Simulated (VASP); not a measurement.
Here is a VASP 6.6.1 calculation.

INCAR

```
PREC     = Accurate       # precision mode
ENCUT    = 520            # plane-wave cutoff, eV
EDIFF    = 1E-6           # SCF threshold, eV
ISMEAR   = 0              # smearing method
SIGMA    = 0.05           # smearing width, eV
LREAL    = False          # projectors in reciprocal space
LASPH    = True           # aspherical terms in the spheres
NELM     = 150            # most SCF steps
ALGO     = Normal         # electronic algorithm
ISIF     = 2              # what is computed and relaxed
LWAVE    = False          # write WAVECAR
LCHARG   = False          # write CHGCAR
ISPIN    = 2              # spin polarisation
MAGMOM   = 7.8 -0.18      # initial moments
LORBIT   = 11             # projections on sites
LMAXMIX  = 6              # l up to which the mixer works
LDAU     = True           # DFT+U
LDAUTYPE = 2            
LDAUL    = 3 -1           # shell
LDAUU    = 6 0            # U, eV
LDAUJ    = 0 0          
LDAUPRINT= 1            
GGA      = PE             # functional
NBANDS   = 24             # bands
```

Contents of KPOINTS:

```
Automatic mesh
0
Gamma
  8 8 8
```

Contents of POSCAR:

```
GdRe
1.0
    3.4983767109      0.0000000000      0.0000000000
    0.0000000000      3.4983767109      0.0000000000
    0.0000000000      0.0000000000      3.4983767109
Gd Re
1 1
Direct
    0.0000000000      0.0000000000      0.0000000000
    0.5000000000      0.5000000000      0.5000000000
```

Potentials or basis: VASP PAW PBE potentials, release 64 (Gd, Re).

Command:

```sh
$ cat potpaw_PBE.64/Gd/POTCAR potpaw_PBE.64/Re/POTCAR > POTCAR
$ mpirun -np 1 vasp_std > vasp.out
```

(1) What does it give for the net moment?

(2) What does it give for the pressure?

(3) Estimate the site moments.

Answers

(1) 7.15 μB per cell.

(2) -2.1 GPa.

(3) Gd +6.92; Re -0.12 μB.
